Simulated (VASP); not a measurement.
# MgO (Pm-3m) in VASP: notebook

MgO is run at these levels: PBE, r2SCAN; tasks: G0W0 quasiparticle levels.

Everything below comes from runs of VASP 6.6.1. Logs are shortened: lines on timing, memory, paths and dates and some standing lists are left out, and cuts for length are marked.

### Step 1. The cell of the first run

The structure is cubic, space group Pm-3m (No. 221). Conventional cell: a = 2.623 Å, b = 2.623 Å, c = 2.623 Å, α = 90.00°, β = 90.00°, γ = 90.00°. Within 3.0 Å of Mg (site symmetry m-3m) lie 8 O at 2.27 Å and 6 Mg at 2.62 Å. Within 3.0 Å of O (site symmetry m-3m) lie 8 Mg at 2.27 Å and 6 O at 2.62 Å.

### Step 2. G0W0 quasiparticle levels, PBE

POSCAR reads:

```
MgO
1.0
    2.6233491281      0.0000000000      0.0000000000
    0.0000000000      2.6233491281      0.0000000000
    0.0000000000      0.0000000000      2.6233491281
Mg O
1 1
Direct
    0.0000000000      0.0000000000      0.0000000000
    0.5000000000      0.5000000000      0.5000000000
```

INCAR.step1 reads:

```
ALGO = Normal
EDIFF = 1E-8
ENCUT = 500
GGA = PE
ISMEAR = 0
LASPH = T
LCHARG = F
LREAL = F
LWAVE = T
NELM = 60
PREC = Accurate
SIGMA = 0.01
```

INCAR.step2 reads:

```
ALGO = Exact
EDIFF = 1E-8
ENCUT = 500
GGA = PE
ISMEAR = 0
ISTART = 1
LASPH = T
LCHARG = F
LOPTICS = T
LREAL = F
LWAVE = T
NBANDS = 34
NELM = 1
PREC = Accurate
SIGMA = 0.01
```

INCAR.step3 reads:

```
ALGO = EVGW0
EDIFF = 1E-8
ENCUT = 500
ENCUTGW = 80.0
GGA = PE
ISMEAR = 0
ISTART = 1
LASPH = T
LCHARG = F
LREAL = F
LWAVE = F
NBANDS = 34
NBANDSGW = 12
NELMGW = 1
NOMEGA = 48
PREC = Accurate
PRECFOCK = Fast
SIGMA = 0.01
```

KPOINTS reads:

```
k-points
0
Gamma
  6 6 6
```

Potentials or basis: VASP PAW PBE potentials, release 64 (Mg_GW, O_GW).

The run is started by

```bash
$ cat potpaw_PBE.64/Mg_GW/POTCAR potpaw_PBE.64/O_GW/POTCAR > POTCAR
$ cp INCAR.step1 INCAR
$ mpirun -np 1 vasp_std > vasp.out
$ cp INCAR.step2 INCAR
$ mpirun -np 1 vasp_std > vasp.out
$ cp INCAR.step3 INCAR
$ mpirun -np 1 vasp_std > vasp.out
```

OUTCAR:

```text
EDIFF = 1E-8
   ENCUT = 500
   ENCUTGW = 80.0
   GGA = PE
   ISMEAR = 0
   ISTART = 1
   LASPH = T
   LREAL = F
   NELMGW = 1
   PREC = Accurate
   PRECFOCK = Fast

 ion  position               nearest neighbor table
   1  0.000  0.000  0.000-
   2  0.500  0.500  0.500-

  LATTYP: Found a simple cubic cell.
 ALAT       =     2.6233491281

  Lattice vectors:

 A1 = (   2.6233491281,   0.0000000000,   0.0000000000)
 A2 = (   0.0000000000,   2.6233491281,   0.0000000000)
 A3 = (   0.0000000000,   0.0000000000,   2.6233491281)

Analysis of symmetry for initial positions (statically):
=====================================================================
 Subroutine PRICEL returns:
 Original cell was already a primitive cell.

 Routine SETGRP: Setting up the symmetry group for a
 simple cubic supercell.

 Subroutine GETGRP returns: Found 48 space group operations
 (whereof 48 operations were pure point group operations)
 out of a pool of 48 trial point group operations.

The static configuration has the point symmetry O_h .

Analysis of symmetry for dynamics (positions and initial velocities):
=====================================================================
 Subroutine PRICEL returns:
 Original cell was already a primitive cell.

 Routine SETGRP: Setting up the symmetry group for a
 simple cubic supercell.

 Subroutine GETGRP returns: Found 48 space group operations
 (whereof 48 operations were pure point group operations)
 out of a pool of 48 trial point group operations.

The dynamic configuration has the point symmetry O_h .

 Subroutine INISYM returns: Found 48 space group operations
 (whereof 48 operations are pure point group operations),
 and found     1 'primitive' translations

----------------------------------------------------------------------------------------

                                     Primitive cell

  volume of cell :      18.0538

  direct lattice vectors                    reciprocal lattice vectors
     2.623349128  0.000000000  0.000000000     0.381192114  0.000000000  0.000000000
     0.000000000  2.623349128  0.000000000     0.000000000  0.381192114  0.000000000
     0.000000000  0.000000000  2.623349128     0.000000000  0.000000000  0.381192114

  length of vectors
     2.623349128  2.623349128  2.623349128     0.381192114  0.381192114  0.381192114

  position of ions in fractional coordinates (direct lattice)
     0.000000000  0.000000000  0.000000000
     0.500000000  0.500000000  0.500000000

  ion indices of the primitive-cell ions
   primitive index   ion index
                 1           1
                 2           2

----------------------------------------------------------------------------------------

 KPOINTS: k-points

Automatic generation of k-mesh.
 Grid dimensions read from file:
 generate k-points for:    6    6    6

 Generating k-lattice:

  Cartesian coordinates                     Fractional coordinates (reciprocal lattice)
     0.063532019  0.000000000  0.000000000     0.166666667  0.000000000  0.000000000
     0.000000000  0.063532019  0.000000000     0.000000000  0.166666667  0.000000000
     0.000000000  0.000000000  0.063532019     0.000000000  0.000000000  0.166666667

  Length of vectors
     0.063532019  0.063532019  0.063532019

  Shift w.r.t. Gamma in fractional coordinates (k-lattice)
     0.000000000  0.000000000  0.000000000

 Subroutine IBZKPT returns following result:
 ===========================================

 Found     20 irreducible k-points:

 Following reciprocal coordinates:
            Coordinates               Weight
  0.000000  0.000000  0.000000      1.000000
  0.166667  0.000000  0.000000      6.000000
  0.333333  0.000000  0.000000      6.000000
  0.500000  0.000000  0.000000      3.000000
  0.166667  0.166667  0.000000     12.000000
  0.333333  0.166667  0.000000     24.000000
[... 12 lines left out ...]
  0.500000  0.500000  0.333333      6.000000
  0.500000  0.500000  0.500000      1.000000
   k-points           NKPTS =     20   k-points in BZ     NKDIM =    216   number of bands    NBANDS=     34
   number of dos      NEDOS =    301   number of ions     NIONS =      2
   total plane-waves  NPLWV =   8000
   dimension x,y,z NGX =    20 NGY =   20 NGZ =   20
   dimension x,y,z NGXF=    40 NGYF=   40 NGZF=   40
   ions per type =               1   1
   NGX,Y,Z   is equivalent  to a cutoff of  12.67, 12.67, 12.67 a.u.
   NGXF,Y,Z  is equivalent  to a cutoff of  25.35, 25.35, 25.35 a.u.
 SYSTEM =  unknown system
   PREC   = accura    normal or accurate (medium, high low for compatibility)
   ISTART =      1    job   : 0-new  1-cont  2-samecut
   ICHARG =      0    charge: 1-file 2-atom 10-const
   ISPIN  =      1    spin polarized calculation?
   LNONCOLLINEAR =      F non collinear calculations
   LSORBIT =      F    spin-orbit coupling
   LASPH  =      T    aspherical Exc in radial PAW
   ENCUT  =  500.0 eV  36.75 Ry    6.06 a.u.   4.78  4.78  4.78*2*pi/ulx,y,z
   NELM   =     60;   NELMIN=  2; NELMDL=  0     # of ELM steps
   EDIFF  = 0.1E-07   stopping-criterion for ELM
   LREAL  =      F    real-space projection
   EDIFFG = 0.1E-06   stopping-criterion for IOM
   NSW    =      0    number of steps for IOM
   IBRION =     -1    ionic relax: 0-MD 1-quasi-New 2-CG
   NFREE  =      0    steps in history (QN), initial steepest desc. (CG)
   ISIF   =      0    stress and relaxation
   ISYM   =      3    0-nonsym 1-usesym 2-fastsym
   POTIM  = 0.5000    time-step for ionic-motion
   TEBEG  =    0.0;   TEEND  =   0.0 temperature during run
   PSTRESS=    0.0 pullay stress
   NELECT =       8.0000    total number of electrons
   NUPDOWN=      -1.0000    fix difference up-down
   EMIN   =  10.00;   EMAX   =-10.00  energy-range for DOS
   EFERMI =   0.00;   METHOD = LEGACY
   ISMEAR =     0;   SIGMA  =   0.01  broadening in eV -4-tet -1-fermi 0-gaus
   EFERMI_NEDOS =   21; number of points for ismear=-14 and -15
   IALGO  =     38    algorithm
   IMIX   =      4    mixing-type and parameters
     AMIX     =   0.40;   BMIX     =  1.00
     AMIX_MAG =   1.60;   BMIX_MAG =  1.00
  volume/ion in A,a.u.               =       9.03        60.92
  Fermi-wavevector in a.u.,A,eV,Ry     =   1.248098  2.358563 21.194461  1.557749
  Thomas-Fermi vector in A             =   2.382200
   LORBIT       =      0    0 simple, 1 ext, 2 COOP (PROOUT), +10 PAW based schemes
   GGA     = PE    functional components
   LHFCALC =     T    Hartree Fock is set to
   PRECFOCK=fast      Normal, Fast or Accurate (Low or Medium for compatibility)
   ENCUT4O =  -1.0   cutoff for four orbital integrals eV
   NKREDX  =     1    reduce k-point grid by
   NKREDY  =     1    reduce k-point grid by
   NKREDZ  =     1    reduce k-point grid by
   AEXX    =    1.0000 exact exchange contribution
   HFSCREEN=    0.0000 screening length (either q_TF or 0.3 A-1)
   HFSCREENC=   0.0000 screening length for correlation (either q_TF or 0.3 A-1)
   ENCUTFOCK=  -1.0 apply spherical cutoff to Coloumb kernel
   IVDW    =     0    specifies the selected vdW correction
   LEPSILON=     F    determine dielectric tensor
   LRPA    =     F    only Hartree local field effects (RPA)
   LRPAFORCE           =     F    calculate RPA forces
   ENCUTGW             =  80.0    cutoff for response function in eV
   ENCUTGWSOFT         =  64.0    soft cutoff for Coulomb kernel in GW response function in eV
   ENCUTLF             =  -1.0    cutoff for local field effects
   NELMGW              =     1    number of iterations in solving QP/BSE equation
   NELMHF              =     1    number of iterations in the inner HF iteration
   NKREDLFX            =     1    NKREDLFY  =   1   NKREDLFZ  =   1
 non-spin polarized calculation
 Gauss-broadening in eV      SIGMA  =   0.01
  energy-cutoff  :      500.00
  volume of cell :       18.05
 maximum number of plane-waves:       480
 NGX is ok and might be reduce to    20
  NGX = 12; NGY = 12; NGZ = 12
   NGX =  9   NGY =  9   NGZ =  9
 maximum number of plane-waves:        36
 NGX is ok and might be reduce to    10

 QP shifts <psi_nk| G(iteration)W_0 |psi_nk>: iteration 1
 for sc-GW calculations column KS-energies equals QP-energies in previous step
 and V_xc(KS)=  KS-energies - (<T + V_ion + V_H > + <T+V_H+V_ion>^1  + <V_x>^1)

 k-point   1 :       0.0000    0.0000    0.0000
  band No.  KS-energies  QP-energies   sigma(KS)   V_xc(KS)     V^pw_x(r,r')   Z            occupation Imag(sigma)

      1     -13.4756     -15.3430     -20.6167     -17.8899     -29.6708       0.6848       2.0000       1.2518
      2       4.1011       3.3315     -20.2309     -19.2292     -24.5966       0.7682       2.0000       0.1323
      3       4.1011       3.3315     -20.2309     -19.2292     -24.5966       0.7682       2.0000       0.1323
      4       4.1011       3.3315     -20.2309     -19.2292     -24.5966       0.7682       2.0000       0.1323
      5       7.7376       8.8163     -10.9479     -12.2522      -7.7462       0.8271       0.0000      -0.0794
      6      15.5963      16.7114      -7.6024      -8.9616      -3.3018       0.8204       0.0000      -0.1183
      7      15.5963      16.7114      -7.6024      -8.9616      -3.3018       0.8204       0.0000      -0.1183
      8      25.4707      27.2916      -9.3153     -11.5933      -3.5858       0.7994       0.0000      -0.7732
      9      25.4707      27.2916      -9.3153     -11.5933      -3.5858       0.7994       0.0000      -0.7732
     10      25.4707      27.2916      -9.3153     -11.5933      -3.5858       0.7994       0.0000      -0.7732
     11      32.7805      34.5731      -7.5683      -9.7229      -2.5276       0.8320       0.0000      -0.7451
     12      32.7805      34.5731      -7.5683      -9.7229      -2.5276       0.8320       0.0000      -0.7451

 k-point   2 :       0.1667    0.0000    0.0000
  band No.  KS-energies  QP-energies   sigma(KS)   V_xc(KS)     V^pw_x(r,r')   Z            occupation Imag(sigma)

      1     -13.2063     -15.0982     -20.8416     -18.1006     -29.8394       0.6902       2.0000       1.2276
      2       2.1875       1.1811     -18.1103     -16.7883     -22.3123       0.7613       2.0000       0.1593
      3       4.2091       3.4532     -20.3266     -19.3438     -24.6968       0.7692       2.0000       0.1315
      4       4.2091       3.4532     -20.3266     -19.3438     -24.6968       0.7692       2.0000       0.1315
      5       9.0770      10.3040     -11.8038     -13.3062      -8.6745       0.8167       0.0000      -0.0807
      6      16.0417      17.4368      -9.3026     -11.0408      -4.9707       0.8026       0.0000      -0.1386
      7      16.1777      17.2906      -7.5694      -8.9319      -3.1688       0.8169       0.0000      -0.1271
      8      24.9878      26.7474      -8.9255     -11.1144      -3.4321       0.8038       0.0000      -0.6605
      9      24.9878      26.7474      -8.9255     -11.1144      -3.4321       0.8038       0.0000      -0.6605
     10      26.1408      27.7893      -8.5093     -10.5345      -2.9442       0.8140       0.0000      -0.7615
     11      30.8622      32.4618      -7.9603      -9.9335      -2.5992       0.8107       0.0000      -0.7400
     12      30.8622      32.4618      -7.9603      -9.9335      -2.5992       0.8107       0.0000      -0.7400
[... 260 lines left out ...]
      1     -10.7217     -12.6236     -22.9068     -20.3336     -31.7072       0.7391       2.0000       1.1053
      2       1.1350      -0.0055     -18.2992     -16.7669     -22.9806       0.7443       2.0000       0.1946
      3       1.1350      -0.0055     -18.2992     -16.7669     -22.9806       0.7443       2.0000       0.1946
      4       2.2592       1.2317     -19.1646     -17.8026     -23.7529       0.7544       2.0000       0.1687
      5      11.8441      12.9792      -7.4528      -8.8253      -3.4634       0.8270       0.0000      -0.1013
      6      13.6929      14.9511      -8.2013      -9.7516      -4.0233       0.8116       0.0000      -0.1197
      7      13.6929      14.9511      -8.2013      -9.7516      -4.0233       0.8116       0.0000      -0.1197
      8      22.7600      24.6511     -11.5115     -13.9380      -6.1837       0.7794       0.0000      -0.4547
      9      23.1304      24.5376      -6.8771      -8.6264      -1.5127       0.8044       0.0000      -0.5772
     10      24.1285      26.0850     -11.5260     -14.0347      -5.9198       0.7799       0.0000      -0.5730
     11      24.1285      26.0850     -11.5260     -14.0347      -5.9198       0.7799       0.0000      -0.5730
     12      40.6216      42.3101      -6.0438      -7.9841      -0.6380       0.8703       0.0000      -1.3708

 k-point  20 :       0.5000    0.5000    0.5000
  band No.  KS-energies  QP-energies   sigma(KS)   V_xc(KS)     V^pw_x(r,r')   Z            occupation Imag(sigma)

      1     -10.4840     -12.3400     -23.0883     -20.5564     -31.8959       0.7331       2.0000       1.0858
      2       1.4473       0.3435     -18.6810     -17.2015     -23.3710       0.7461       2.0000       0.1874
      3       1.4473       0.3435     -18.6810     -17.2015     -23.3710       0.7461       2.0000       0.1874
      4       1.4473       0.3435     -18.6810     -17.2015     -23.3710       0.7461       2.0000       0.1874
      5      12.6478      13.7944      -7.5124      -8.9010      -3.4279       0.8256       0.0000      -0.1070
      6      12.6478      13.7944      -7.5124      -8.9010      -3.4279       0.8256       0.0000      -0.1070
      7      12.6478      13.7944      -7.5124      -8.9010      -3.4279       0.8256       0.0000      -0.1070
      8      21.5701      22.9444      -6.8314      -8.5534      -1.5789       0.7981       0.0000      -0.4589
      9      24.0922      26.1151     -11.9622     -14.5626      -6.2794       0.7779       0.0000      -0.5883
     10      24.0922      26.1151     -11.9622     -14.5626      -6.2794       0.7779       0.0000      -0.5883
     11      24.0922      26.1151     -11.9622     -14.5626      -6.2794       0.7779       0.0000      -0.5883
     12      41.8937      45.1639     -10.1157     -13.7506      -4.5937       0.8997       0.0000      -2.0532
```

Wall time 36 s (1 thread of Intel Xeon 6975P-C (Granite Rapids), shared host); peak memory 0.23 GiB.

What came out:

```yaml
Quasiparticle_gap: 4.31 eV
Least_direct_quasiparticle_gap: 5.48 eV
Band_gap_of_the_starting_levels_on_the_mesh: 2.62 eV
Least_direct_gap_of_the_starting_levels_on_the_mesh: 3.64 eV
```

Caveat: the k points lie up to 0.40 Å⁻¹ apart; bands, screening cutoff and mesh are small and nothing is extrapolated, so the quasiparticle values aren't converged.

(Continued in part 2 of 2.)
